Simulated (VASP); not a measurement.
# Co (P6_3/mmc) in VASP: further runs, part 2 of 2

VASP 6.6.1.

### Step 3. Relaxation of cell and atoms, LDA, collinear spin, ferromagnetic start

This run uses another cell than the first one, of 11.08 Å³/atom, 1.110 times its volume.

INCAR

```
SYSTEM = Co
PREC = Accurate
ENCUT = 600
EDIFF = 1E-6
ISMEAR = 0
SIGMA = 0.05
LREAL = .FALSE.
LASPH = .TRUE.
NELM = 150
ALGO = Normal
ISIF = 3
LWAVE = .FALSE.
LCHARG = .FALSE.
ISPIN = 2
MAGMOM = 2.5 2.5
LORBIT = 11
LMAXMIX = 4
IBRION = 2
NSW = 80
EDIFFG = -0.03
```

KPOINTS

```
regular mesh
0
G
  10 10 6
  0 0 0
```

POSCAR

```
Co
1.0
    2.5074000000      0.0000000000      0.0000000000
   -1.2537000000      2.1714720000      0.0000000000
    0.0000000000      0.0000000000      4.0699000000
Co
2
Direct
    0.3333333333      0.6666666667      0.2500000000
    0.6666666667      0.3333333333      0.7500000000
```

Potentials or basis: VASP PAW LDA potentials, release 64 (Co).

Command:

```console
$ cat potpaw_LDA.64/Co/POTCAR > POTCAR
$ mpirun -np 1 vasp_std > vasp.out
```

OUTCAR:

```text
SYSTEM = Co
   PREC = Accurate
   ENCUT = 600
   EDIFF = 1E-6
   ISMEAR = 0
   LREAL = .FALSE.
   LASPH = .TRUE.
   NELM = 150
   ISIF = 3
   ISPIN = 2
   LORBIT = 11
   IBRION = 2
   NSW = 80
   EDIFFG = -0.03

 ion  position               nearest neighbor table
   1  0.333  0.667  0.250-   2 2.50   2 2.50   2 2.50   2 2.50   2 2.50   2 2.50
   2  0.667  0.333  0.750-   1 2.50   1 2.50   1 2.50   1 2.50   1 2.50   1 2.50

  LATTYP: Found a hexagonal cell.
 ALAT       =     2.5074000000
 C/A-ratio  =     1.6231554598

  Lattice vectors:

 A1 = (   2.5074000000,   0.0000000000,   0.0000000000)
 A2 = (  -1.2537000000,   2.1714720000,   0.0000000000)
 A3 = (   0.0000000000,   0.0000000000,   4.0699000000)

Analysis of symmetry for initial positions (statically):
=====================================================================
 Subroutine PRICEL returns:
 Original cell was already a primitive cell.

 Routine SETGRP: Setting up the symmetry group for a
 hexagonal supercell.

 Subroutine GETGRP returns: Found 24 space group operations
 (whereof 12 operations were pure point group operations)
 out of a pool of 24 trial point group operations.

The static configuration has the point symmetry D_3d.
 The point group associated with its full space group is D_6h.

Analysis of symmetry for dynamics (positions and initial velocities):
=====================================================================
 Subroutine PRICEL returns:
 Original cell was already a primitive cell.

 Routine SETGRP: Setting up the symmetry group for a
 hexagonal supercell.

 Subroutine GETGRP returns: Found 24 space group operations
 (whereof 12 operations were pure point group operations)
 out of a pool of 24 trial point group operations.

The dynamic configuration has the point symmetry D_3d.
 The point group associated with its full space group is D_6h.

Analysis of structural, dynamic, and magnetic symmetry:
=====================================================================
 Subroutine PRICEL returns:
 Original cell was already a primitive cell.

 Routine SETGRP: Setting up the symmetry group for a
 hexagonal supercell.

 Subroutine GETGRP returns: Found 24 space group operations
[... 126 lines left out ...]
  Fermi-wavevector in a.u.,A,eV,Ry     =   1.527490  2.886538 31.745476  2.333227
  Thomas-Fermi vector in A             =   2.635379
   LORBIT       =     11    0 simple, 1 ext, 2 COOP (PROOUT), +10 PAW based schemes
   GGA     = CA    functional components
   LHFCALC =     F    Hartree Fock is set to
   AEXX    =    0.0000 exact exchange contribution
   IVDW    =     0    specifies the selected vdW correction
   LEPSILON=     F    determine dielectric tensor
   LRPA    =     F    only Hartree local field effects (RPA)
 conjugate gradient relaxation of ions
 spin polarized calculation
 Gauss-broadening in eV      SIGMA  =   0.05
  energy-cutoff  :      600.00
  volume of cell :       22.16
 maximum number of plane-waves:       764
 NGX is ok and might be reduce to    20
   NGX =  9   NGY =  9   NGZ = 17

--------------------------------------- Ionic step        1  -------------------------------------------

 number of electron      17.9999999 magnetization       3.2647203

 Free energy of the ion-electron system (eV)
  ---------------------------------------------------
  ext. energy  EPLUGINS =         0.00000000
  ---------------------------------------------------
  free energy    TOTEN  =       -16.07548499 eV

  energy without entropy =      -16.07209436  energy(sigma->0) =      -16.07378967

 E-fermi :   9.5468     XC(G=0): -13.6156

 val. band max:        9.5390609873   @ k =   0.4000   0.0000   0.0000
 cond. band min:       9.5535451275   @ k =   0.1000   0.0000   0.1667
 fundamental gap:      0.0144841402
 Fermi energy:         9.5467570753

 spin component 1

 k-point     1 :       0.0000    0.0000    0.0000
  band No.  band energies     occupation
      1       0.8170      1.00000
      2       4.6263      1.00000
      3       7.1213      1.00000
      4       7.1656      1.00000
      5       7.1656      1.00000
      6       7.4668      1.00000
[... 1122 lines left out ...]
--------------------------------------- Ionic step        7  -------------------------------------------

 number of electron      18.0000006 magnetization       2.9070778

 Free energy of the ion-electron system (eV)
  ---------------------------------------------------
  ext. energy  EPLUGINS =         0.00000000
  ---------------------------------------------------
  free energy    TOTEN  =       -16.25068335 eV

  energy without entropy =      -16.24892777  energy(sigma->0) =      -16.24980556

 E-fermi :  11.2036     XC(G=0): -14.2546

 val. band max:       11.1917305034   @ k =   0.3000   0.1000   0.0000
 cond. band min:      11.2212155210   @ k =   0.2000   0.1000   0.5000
 fundamental gap:      0.0294850176
 Fermi energy:        11.2035760390

 spin component 1

 k-point     1 :       0.0000    0.0000    0.0000
  band No.  band energies     occupation
      1       1.7824      1.00000
      2       5.7291      1.00000
      3       8.6297      1.00000
      4       8.6438      1.00000
      5       8.6438      1.00000
      6       9.0139      1.00000
[... 936 lines left out ...]
  FREE ENERGIE OF THE ION-ELECTRON SYSTEM (eV)
  ---------------------------------------------------
  free  energy   TOTEN  =       -16.2506833479 eV

  energy  without entropy=      -16.2489277658  energy(sigma->0) =      -16.24980556

 reached required accuracy - stopping structural energy minimisation

 total charge

# of ion       s       p       d       tot
------------------------------------------
    1        0.525   0.595   7.345   8.465
    2        0.525   0.595   7.345   8.465
--------------------------------------------------
tot          1.050   1.189  14.690  16.929

 magnetization (x)

# of ion       s       p       d       tot
------------------------------------------
    1       -0.013  -0.037   1.496   1.446
    2       -0.013  -0.037   1.496   1.446
--------------------------------------------------
tot         -0.027  -0.073   2.991   2.891
```

OSZICAR:

```text
N       E                     dE             d eps       ncg     rms          rms(c)
DAV:   1     0.830335266583E+02    0.83034E+02   -0.92675E+03  3648   0.167E+03
DAV:   2    -0.157682169239E+02   -0.98802E+02   -0.91038E+02  3600   0.254E+02
[... 61 lines left out ...]
       N       E                     dE             d eps       ncg     rms          rms(c)
DAV:   1    -0.162510251594E+02   -0.37486E-03   -0.46830E-03  3784   0.113E+00    0.147E-01
DAV:   2    -0.162507488912E+02    0.27627E-03   -0.11394E-03  4224   0.731E-01    0.835E-02
DAV:   3    -0.162506961538E+02    0.52737E-04   -0.12062E-04  4056   0.235E-01    0.423E-02
DAV:   4    -0.162506882538E+02    0.79000E-05   -0.30942E-06  3880   0.194E-02    0.141E-02
DAV:   5    -0.162506834220E+02    0.48318E-05   -0.13007E-06  2792   0.149E-02    0.286E-03
DAV:   6    -0.162506833479E+02    0.74141E-07   -0.75771E-07  1936   0.124E-02
   7 F= -.16250683E+02 E0= -.16249806E+02  d E =-.115437E-03  mag=     2.9071
```

Run time: 97 s. Hardware: 1 thread of Intel Xeon 6975P-C (Granite Rapids), shared host; peak memory 0.17 GiB.

What came out:

```yaml
Free_energy: -16.2507 eV
Relaxed_volume: 9.95 Å³/atom
Relaxed_cell: a = 2.423 Å, b = 2.423 Å, c = 3.913 Å, α = 90.00°, β = 90.00°, γ = 120.00°
Space_group_after_relaxing_to_0.05_Å: P6_3/mmc (No. 194)
Energy_gained_by_relaxing: 87.6 meV/atom
Ionic_steps: 7
Pressure_after_relaxing: -0.2 GPa
Net_moment: 2.91 μB per cell
Site_moments: Co +1.45 μB
Valence_electrons_inside_the_program's_atomic_spheres: Co 8.46
```

Step by step:
```tsv
step	energy change (eV)	largest force (eV/Å)	pressure (GPa)	volume (Å³)
1	0.0000	0.0000	-21.50	22.16
2	0.0739	0.0000	40.55	17.72
3	-0.1750	0.0000	-0.76	19.94
4	-0.1751	0.0000	-0.15	19.89
5	-0.1751	0.0000	0.44	19.85
6	-0.1752	0.0000	-0.51	19.92
7	-0.1752	0.0000	-0.20	19.90
```

Final structure:
```
Co
1.0
     2.42320    0.00000    0.00000
    -1.21160    2.09855    0.00000
     0.00000    0.00000    3.91254
Co
2
Direct
  0.33333 0.66667 0.25000
  0.66667 0.33333 0.75000
```

Caveat: the volume moved by -10 % from the deposited cell, more than functionals usually miss.
